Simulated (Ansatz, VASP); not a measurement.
One calculation of RbZnI3, two programs

```
Rb Zn I
1.0
     5.83399    0.00000    0.00000
     0.00000    5.83399    0.00000
     0.00000    0.00000    5.83399
Rb Zn I
1 1 3
Direct
  0.00000 0.00000 0.00000
  0.50000 0.50000 0.50000
  0.50000 0.50000 0.00000
  0.50000 0.00000 0.50000
  0.00000 0.50000 0.50000
```

Alike in both runs: task single point; functional r2SCAN; k mesh 4 × 4 × 4; occupations fermi-dirac, width 0.02 eV; no spin polarisation.

|  | VASP | Ansatz |
| --- | --- | --- |
| version | VASP 6.6.1 | Ansatz 0.2.0 |
| potentials or method | VASP PAW PBE potentials, release 64 (Rb_sv, Zn, I) | plane waves, PAW |
| plane-wave cutoff (eV) | 520 | 500 |
| valence electrons in the cell | 42 | 72 |

```tsv
	VASP	Ansatz	Ansatz less VASP
pressure (GPa)	-1.2	-1.2	+0.01
```

VASP's potentials were made for PBE, not for r2SCAN. VASP's potentials hold 42 valence electrons a cell and Ansatz's 72, so a difference there can come from the potentials and not from the codes.

Spin-orbit coupling is off throughout.
